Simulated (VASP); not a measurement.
# Na3Nb (Pm-3m) in VASP: notebook, part 2 of 2

VASP 6.6.1. The steps go on from the part before.

## 3. Single point, PBE

This run uses another cell than the first one, of 26.39 Å³/atom, 1.385 times its volume.

Input file INCAR:

```
  ALGO = Normal
  EDIFF = 1E-6
  ENCUT = 520
  GGA = PE
  ISIF = 2
  ISMEAR = 0
  LASPH = True
  LCHARG = True
  LELF = True
  LREAL = False
  LVHAR = True
  LWAVE = False
  NBANDS = 25
  NELM = 60
  PREC = Accurate
  SIGMA = 0.1
```

Input file KPOINTS:

```
k-points
0
Gamma
  4 4 4
```

Input file POSCAR:

```
Na3Nb
1.0
    4.7260294868      0.0000000000      0.0000000000
    0.0000000000      4.7260294868      0.0000000000
    0.0000000000      0.0000000000      4.7260294868
Na Nb
3 1
Direct
    0.0000000000      0.5000000000      0.5000000000
    0.5000000000      0.0000000000      0.5000000000
    0.5000000000      0.5000000000      0.0000000000
    0.0000000000      0.0000000000      0.0000000000
```

Potentials or basis: VASP PAW PBE potentials, release 64 (Na_pv, Nb_sv).

Command:

```
$ cat potpaw_PBE.64/Na_pv/POTCAR potpaw_PBE.64/Nb_sv/POTCAR > POTCAR
$ mpirun -np 1 vasp_std > vasp.out
```

OUTCAR:

```text
EDIFF = 1E-6
   ENCUT = 520
   GGA = PE
   ISIF = 2
   ISMEAR = 0
   LASPH = True
   LREAL = False
   NELM = 60
   PREC = Accurate

 ion  position               nearest neighbor table
   1  0.000  0.500  0.500-
   2  0.500  0.000  0.500-
   3  0.500  0.500  0.000-
   4  0.000  0.000  0.000-

  LATTYP: Found a simple cubic cell.
 ALAT       =     4.7260294868

  Lattice vectors:

 A1 = (   4.7260294868,   0.0000000000,   0.0000000000)
 A2 = (   0.0000000000,   4.7260294868,   0.0000000000)
 A3 = (   0.0000000000,   0.0000000000,   4.7260294868)

Analysis of symmetry for initial positions (statically):
=====================================================================
 Subroutine PRICEL returns:
 Original cell was already a primitive cell.

 Routine SETGRP: Setting up the symmetry group for a
 simple cubic supercell.
[... 151 lines left out ...]
  ext. energy  EPLUGINS =         0.00000000
  ---------------------------------------------------
  free energy    TOTEN  =        -9.44340578 eV

  energy without entropy =       -9.39502896  energy(sigma->0) =       -9.41921737

 E-fermi :   2.3055     XC(G=0):  -8.2894

 val. band max:        2.2346538286   @ k =   0.5000   0.2500   0.0000
 cond. band min:       2.3069763714   @ k =   0.5000   0.2500   0.2500
 fundamental gap:      0.0723225429
 Fermi energy:         2.3054691645

 k-point     1 :       0.0000    0.0000    0.0000
  band No.  band energies     occupation
      1     -52.9704      2.00000
      2     -29.0048      2.00000
      3     -29.0048      2.00000
      4     -29.0048      2.00000
      5     -21.4938      2.00000
      6     -21.4938      2.00000
[... 269 lines left out ...]
     24       6.8141      0.00000
     25       6.8141      0.00000

------------------------ aborting loop because EDIFF is reached ----------------------------------------

  FORCE on cell =-STRESS in cart. coord.  units (eV):
  Direction    XX          YY          ZZ          XY          YZ          ZX
  --------------------------------------------------------------------------------------
  -------------------------------------------------------------------------------------
  Total        0.0659157      0.0659157      0.0659157     -0.0000000     -0.0000000      0.0000000
  in kB        1.0004842      1.0004842      1.0004842     -0.0000000     -0.0000000      0.0000000
  external PRESSURE =       1.0004842 kB  Pullay stress =       0.0000000 kB

 VOLUME and BASIS-vectors are now :
 -----------------------------------------------------------------------------
  energy-cutoff  :      520.00
  volume of cell :      105.56
      direct lattice vectors                 reciprocal lattice vectors
     4.726029487  0.000000000  0.000000000     0.211594109  0.000000000  0.000000000
     0.000000000  4.726029487  0.000000000     0.000000000  0.211594109  0.000000000
     0.000000000  0.000000000  4.726029487     0.000000000  0.000000000  0.211594109

 POSITION                                       TOTAL-FORCE (eV/Angst)
 -----------------------------------------------------------------------------------
      0.00000      2.36301      2.36301         0.000000      0.000000      0.000000
      2.36301      0.00000      2.36301         0.000000      0.000000      0.000000
      2.36301      2.36301      0.00000         0.000000      0.000000      0.000000
      0.00000      0.00000      0.00000         0.000000      0.000000      0.000000
 -----------------------------------------------------------------------------------
    total drift:                                0.000000      0.000000      0.000000

  FREE ENERGIE OF THE ION-ELECTRON SYSTEM (eV)
  ---------------------------------------------------
  free  energy   TOTEN  =        -9.4434057792 eV

  energy  without entropy=       -9.3950289559  energy(sigma->0) =       -9.41921737
```

OSZICAR:

```text
N       E                     dE             d eps       ncg     rms          rms(c)
DAV:   1     0.358443538483E+03    0.35844E+03   -0.17786E+04   500   0.149E+03
DAV:   2     0.133941315718E+02   -0.34505E+03   -0.33800E+03   524   0.449E+02
DAV:   3    -0.848350995851E+01   -0.21878E+02   -0.21008E+02   689   0.126E+02
DAV:   4    -0.101600818748E+02   -0.16766E+01   -0.16401E+01   813   0.260E+01
DAV:   5    -0.102049707039E+02   -0.44889E-01   -0.44603E-01   700   0.302E+00    0.455E+00
DAV:   6    -0.974603206823E+01    0.45894E+00   -0.59691E+00   717   0.889E+00    0.299E+00
DAV:   7    -0.946995717847E+01    0.27607E+00   -0.13470E+00   698   0.510E+00    0.107E+00
DAV:   8    -0.945550001769E+01    0.14457E-01   -0.17439E-01   699   0.222E+00    0.649E-01
DAV:   9    -0.944329579209E+01    0.12204E-01   -0.40976E-02   700   0.104E+00    0.775E-02
DAV:  10    -0.944355776474E+01   -0.26197E-03   -0.16697E-03   658   0.252E-01    0.652E-02
DAV:  11    -0.944340485145E+01    0.15291E-03   -0.50437E-04   692   0.972E-02    0.708E-03
DAV:  12    -0.944340616032E+01   -0.13089E-05   -0.18305E-05   697   0.252E-02    0.445E-03
DAV:  13    -0.944340577920E+01    0.38112E-06   -0.35206E-06   533   0.112E-02
   1 F= -.94434058E+01 E0= -.94192174E+01  d E =-.483768E-01
```

stdout:

```text
POSCAR found type information on POSCAR NaNb
 POSCAR found :  2 types and       4 ions
 scaLAPACK will be used
 LDA part: xc-table for (Slater+PW92), standard interpolation
 POSCAR, INCAR and KPOINTS ok, starting setup
 FFT: planning ... GRIDC
 FFT: planning ... GRID_SOFT
 FFT: planning ... GRID
 WAVECAR not read
 entering main loop
```

Run time: 9.4 s. Hardware: 1 thread of Intel Xeon 6975P-C (Granite Rapids), shared host; peak memory 0.2 GiB.

Results:

```yaml
Free_energy: -9.4434 eV
Pressure: 0.1 GPa
Band_gap_on_the_k_mesh: zero (band 17 reaches 3.13 eV, above the bottom of band 18 at 2.31 eV)
```
